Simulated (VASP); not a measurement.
# Cd (P6_3/mmc) in VASP: further runs

The runs below take Cd through single point, with PBE.

Program: VASP 6.6.1. These are calculated values, not measurements. Logs are shortened: lines on timing, memory, paths and dates and some standing lists are left out, and cuts for length are marked.

## 1. The cell of the first run

Symmetry: P6_3/mmc, No. 194, hexagonal system. Conventional cell: a = 3.209 Å, b = 3.209 Å, c = 4.841 Å, α = 90.00°, β = 90.00°, γ = 120.00°. Cd (site symmetry -6m2) has 12 Cd at 3.05 to 3.21 Å within 4.0 Å.

## 2. Single point, PBE

The input, INCAR:

```
SYSTEM = Cd
  PREC = Accurate
  ENCUT = 520
  EDIFF = 1E-6
  ISMEAR = 0
  SIGMA = 0.15
  LREAL = .False.
  LASPH = .True.
  NELM = 60
  ALGO = Fast
  ISIF = 2
  LWAVE = .False.
  LCHARG = .True.
  GGA = PE
  LELF = .True.
  LVHAR = .True.
  NBANDS = 19
```

The input, KPOINTS:

```
Automatic mesh
0
Gamma
  24 24 10
  0 0 0
```

The input, POSCAR:

```
Cd
1.0
    3.2088931343      0.0000000000      0.0000000000
   -1.6044465671      2.7789829723      0.0000000000
    0.0000000000      0.0000000000      4.8411440146
Cd
2
Direct
    0.3333333333      0.6666666667      0.2500000000
    0.6666666667      0.3333333333      0.7500000000
```

Potentials or basis: VASP PAW PBE potentials, release 64 (Cd).

Run with:

```sh
$ cat potpaw_PBE.64/Cd/POTCAR > POTCAR
$ mpirun -np 1 vasp_std > vasp.out
```

OUTCAR:

```text
SYSTEM = Cd
   PREC = Accurate
   ENCUT = 520
   EDIFF = 1E-6
   ISMEAR = 0
   LREAL = .False.
   LASPH = .True.
   NELM = 60
   ISIF = 2
   GGA = PE

 ion  position               nearest neighbor table
   1  0.333  0.667  0.250-   2 3.05   2 3.05   2 3.05   2 3.05   2 3.05   2 3.05
   2  0.667  0.333  0.750-   1 3.05   1 3.05   1 3.05   1 3.05   1 3.05   1 3.05

  LATTYP: Found a hexagonal cell.
 ALAT       =     3.2088931343
 C/A-ratio  =     1.5086647676

  Lattice vectors:

 A1 = (   3.2088931343,   0.0000000000,   0.0000000000)
 A2 = (  -1.6044465671,   2.7789829723,   0.0000000000)
 A3 = (   0.0000000000,   0.0000000000,   4.8411440146)

Analysis of symmetry for initial positions (statically):
=====================================================================
 Subroutine PRICEL returns:
 Original cell was already a primitive cell.

 Routine SETGRP: Setting up the symmetry group for a
 hexagonal supercell.

 Subroutine GETGRP returns: Found 24 space group operations
 (whereof 12 operations were pure point group operations)
 out of a pool of 24 trial point group operations.

The static configuration has the point symmetry D_3d.
 The point group associated with its full space group is D_6h.

Analysis of symmetry for dynamics (positions and initial velocities):
=====================================================================
 Subroutine PRICEL returns:
 Original cell was already a primitive cell.

 Routine SETGRP: Setting up the symmetry group for a
 hexagonal supercell.

 Subroutine GETGRP returns: Found 24 space group operations
 (whereof 12 operations were pure point group operations)
 out of a pool of 24 trial point group operations.

The dynamic configuration has the point symmetry D_3d.
 The point group associated with its full space group is D_6h.

 Subroutine INISYM returns: Found 24 space group operations
 (whereof 12 operations are pure point group operations),
 and found     1 'primitive' translations

----------------------------------------------------------------------------------------

                                     Primitive cell

  volume of cell :      43.1707

  direct lattice vectors                    reciprocal lattice vectors
     3.208893134  0.000000000  0.000000000     0.311633937  0.179921937  0.000000000
    -1.604446567  2.778982972  0.000000000     0.000000000  0.359843875  0.000000000
     0.000000000  0.000000000  4.841144015     0.000000000  0.000000000  0.206562746

  length of vectors
     3.208893134  3.208893134  4.841144015     0.359843875  0.359843875  0.206562746

  position of ions in fractional coordinates (direct lattice)
     0.333333333  0.666666667  0.250000000
     0.666666667  0.333333333  0.750000000

  ion indices of the primitive-cell ions
   primitive index   ion index
                 1           1
                 2           2

----------------------------------------------------------------------------------------

 KPOINTS: Automatic mesh

Automatic generation of k-mesh.
 Grid dimensions read from file:
 generate k-points for:   24   24   10

 Generating k-lattice:

  Cartesian coordinates                     Fractional coordinates (reciprocal lattice)
     0.012984747  0.007496747  0.000000000     0.041666667  0.000000000  0.000000000
     0.000000000  0.014993495  0.000000000     0.000000000  0.041666667  0.000000000
     0.000000000  0.000000000  0.020656275     0.000000000  0.000000000  0.100000000

  Length of vectors
     0.014993495  0.014993495  0.020656275

  Shift w.r.t. Gamma in fractional coordinates (k-lattice)
     0.000000000  0.000000000  0.000000000

 Subroutine IBZKPT returns following result:
 ===========================================

 Found    366 irreducible k-points:

 Following reciprocal coordinates:
            Coordinates               Weight
  0.000000  0.000000  0.000000      1.000000
  0.041667  0.000000  0.000000      6.000000
  0.083333  0.000000  0.000000      6.000000
  0.125000 -0.000000  0.000000      6.000000
  0.166667  0.000000  0.000000      6.000000
  0.208333  0.000000  0.000000      6.000000
[... 16 lines left out ...]
  0.416667  0.041667  0.000000     12.000000
  0.458333  0.041667  0.000000     12.000000
 [... further k-points ...]
   k-points           NKPTS =    366   k-points in BZ     NKDIM =    366   number of bands    NBANDS=     19
   number of dos      NEDOS =    301   number of ions     NIONS =      2
   total plane-waves  NPLWV =  20736
   dimension x,y,z NGX =    24 NGY =   24 NGZ =   36
   dimension x,y,z NGXF=    48 NGYF=   48 NGZF=   72
   ions per type =               2
   NGX,Y,Z   is equivalent  to a cutoff of  12.43, 12.43, 12.36 a.u.
   NGXF,Y,Z  is equivalent  to a cutoff of  24.87, 24.87, 24.72 a.u.
 SYSTEM =  Cd
   PREC   = accura    normal or accurate (medium, high low for compatibility)
   ISTART =      0    job   : 0-new  1-cont  2-samecut
   ICHARG =      2    charge: 1-file 2-atom 10-const
   ISPIN  =      1    spin polarized calculation?
   LNONCOLLINEAR =      F non collinear calculations
   LSORBIT =      F    spin-orbit coupling
   LASPH  =      T    aspherical Exc in radial PAW
   ENCUT  =  520.0 eV  38.22 Ry    6.18 a.u.   5.97  5.97  9.00*2*pi/ulx,y,z
   NELM   =     60;   NELMIN=  2; NELMDL= -5     # of ELM steps
   EDIFF  = 0.1E-05   stopping-criterion for ELM
   LREAL  =      F    real-space projection
   EDIFFG = 0.1E-04   stopping-criterion for IOM
   NSW    =      0    number of steps for IOM
   IBRION =     -1    ionic relax: 0-MD 1-quasi-New 2-CG
   NFREE  =      0    steps in history (QN), initial steepest desc. (CG)
   ISIF   =      2    stress and relaxation
   ISYM   =      2    0-nonsym 1-usesym 2-fastsym
   POTIM  = 0.5000    time-step for ionic-motion
   TEBEG  =    0.0;   TEEND  =   0.0 temperature during run
   PSTRESS=    0.0 pullay stress
   NELECT =      24.0000    total number of electrons
   NUPDOWN=      -1.0000    fix difference up-down
   EMIN   =  10.00;   EMAX   =-10.00  energy-range for DOS
   EFERMI =   0.00;   METHOD = LEGACY
   ISMEAR =     0;   SIGMA  =   0.15  broadening in eV -4-tet -1-fermi 0-gaus
   EFERMI_NEDOS =   21; number of points for ismear=-14 and -15
   IALGO  =     68    algorithm
   IMIX   =      4    mixing-type and parameters
     AMIX     =   0.40;   BMIX     =  1.00
     AMIX_MAG =   1.60;   BMIX_MAG =  1.00
  volume/ion in A,a.u.               =      21.59       145.67
  Fermi-wavevector in a.u.,A,eV,Ry     =   1.346115  2.543789 24.654109  1.812026
  Thomas-Fermi vector in A             =   2.473973
   LORBIT       =      0    0 simple, 1 ext, 2 COOP (PROOUT), +10 PAW based schemes
   GGA     = PE    functional components
   LHFCALC =     F    Hartree Fock is set to
   AEXX    =    0.0000 exact exchange contribution
   IVDW    =     0    specifies the selected vdW correction
   LEPSILON=     F    determine dielectric tensor
   LRPA    =     F    only Hartree local field effects (RPA)
 non-spin polarized calculation
 RMM-DIIS sequential band-by-band and
 Gauss-broadening in eV      SIGMA  =   0.15
  energy-cutoff  :      520.00
  volume of cell :       43.17
 maximum number of plane-waves:      1194
 NGX is ok and might be reduce to    24
   NGX = 11   NGY = 11   NGZ = 19

 number of electron      24.0000001 magnetization

 Free energy of the ion-electron system (eV)
  ---------------------------------------------------
  ext. energy  EPLUGINS =         0.00000000
  ---------------------------------------------------
  free energy    TOTEN  =        -1.44151204 eV

  energy without entropy =       -1.43427976  energy(sigma->0) =       -1.43789590

 E-fermi :   3.0702     XC(G=0): -11.0457

 val. band max:        3.0614444047   @ k =   0.4583  -0.0000   0.5000
 cond. band min:       3.0940798290   @ k =   0.3750   0.2083   0.4000
 fundamental gap:      0.0326354243
 Fermi energy:         3.0702457093

 k-point     1 :       0.0000    0.0000    0.0000
  band No.  band energies     occupation
      1      -6.7782      2.00000
      2      -6.2018      2.00000
      3      -6.2018      2.00000
      4      -6.1544      2.00000
      5      -6.0976      2.00000
      6      -6.0976      2.00000
[... 11 lines left out ...]
     18      16.4303      0.00000
     19      17.0038      0.00000

 k-point     2 :       0.0417    0.0000    0.0000
  band No.  band energies     occupation
      1      -6.7687      2.00000
      2      -6.2326      2.00000
      3      -6.1908      2.00000
      4      -6.1236      2.00000
      5      -6.1045      2.00000
      6      -6.1041      2.00000
[... 11 lines left out ...]
     18      16.9717      0.00000
     19      17.3673      0.00000

 k-point     3 :       0.0833    0.0000    0.0000
  band No.  band energies     occupation
      1      -6.7427      2.00000
      2      -6.2787      2.00000
      3      -6.1584      2.00000
      4      -6.1257      2.00000
      5      -6.1227      2.00000
      6      -6.0927      2.00000
[... 11 lines left out ...]
     18      17.4745      0.00000
     19      17.9889      0.00000

 k-point     4 :       0.1250   -0.0000    0.0000
  band No.  band energies     occupation
      1      -6.7081      2.00000
      2      -6.3238      2.00000
      3      -6.1625      2.00000
      4      -6.1511      2.00000
      5      -6.1064      2.00000
      6      -6.1039      2.00000
[... 407 lines left out ...]
     18      13.7185      0.00000
     19      15.5694      0.00000

 k-point    23 :       0.4167    0.0417    0.0000
  band No.  band energies     occupation
      1      -6.8601      2.00000
      2      -6.6776      2.00000
      3      -6.5104      2.00000
      4      -6.3880      2.00000
      5      -5.9309      2.00000
      6      -5.9066      2.00000
[... 11 lines left out ...]
     18      13.6527      0.00000
     19      15.3699      0.00000

 k-point    24 :       0.4583    0.0417    0.0000
  band No.  band energies     occupation
      1      -6.8741      2.00000
      2      -6.6997      2.00000
      3      -6.5203      2.00000
      4      -6.3964      2.00000
      5      -5.9385      2.00000
      6      -5.8923      2.00000
[... 11 lines left out ...]
     18      13.6202      0.00000
     19      15.2449      0.00000

 [... further k-points ...]

------------------------ aborting loop because EDIFF is reached ----------------------------------------

  FORCE on cell =-STRESS in cart. coord.  units (eV):
  Direction    XX          YY          ZZ          XY          YZ          ZX
  --------------------------------------------------------------------------------------
  -------------------------------------------------------------------------------------
  Total        0.6786584      0.6786584      0.9838786      0.0000000      0.0000000     -0.0000000
  in kB       25.1867824     25.1867824     36.5142997      0.0000000      0.0000000     -0.0000000
  external PRESSURE =      28.9626215 kB  Pullay stress =       0.0000000 kB

 VOLUME and BASIS-vectors are now :
 -----------------------------------------------------------------------------
  energy-cutoff  :      520.00
  volume of cell :       43.17
      direct lattice vectors                 reciprocal lattice vectors
     3.208893134  0.000000000  0.000000000     0.311633937  0.179921937  0.000000000
    -1.604446567  2.778982972  0.000000000     0.000000000  0.359843875  0.000000000
     0.000000000  0.000000000  4.841144015     0.000000000  0.000000000  0.206562746

 POSITION                                       TOTAL-FORCE (eV/Angst)
 -----------------------------------------------------------------------------------
     -0.00000      1.85266      1.21029        -0.000000      0.000000      0.000000
      1.60445      0.92633      3.63086         0.000000     -0.000000      0.000000
 -----------------------------------------------------------------------------------
    total drift:                                0.000000     -0.000000      0.000000

  FREE ENERGIE OF THE ION-ELECTRON SYSTEM (eV)
  ---------------------------------------------------
  free  energy   TOTEN  =        -1.4415120381 eV

  energy  without entropy=       -1.4342797629  energy(sigma->0) =       -1.43789590
```

Run time: 2.5 min. Hardware: 1 thread of Intel Xeon Platinum 8259CL at 2.50GHz (Skylake/Cascade Lake), shared host; peak memory 0.34 GiB.

Results:

- Free energy: -1.4415 eV
- Pressure: 2.9 GPa
- Band gap on the k mesh: zero (bands 12 and 13 overlap by 2.24 eV)

(Part 1 of 2 ends here.)

The gap in the log of VASP goes by the Fermi energy; the results here count the filled bands.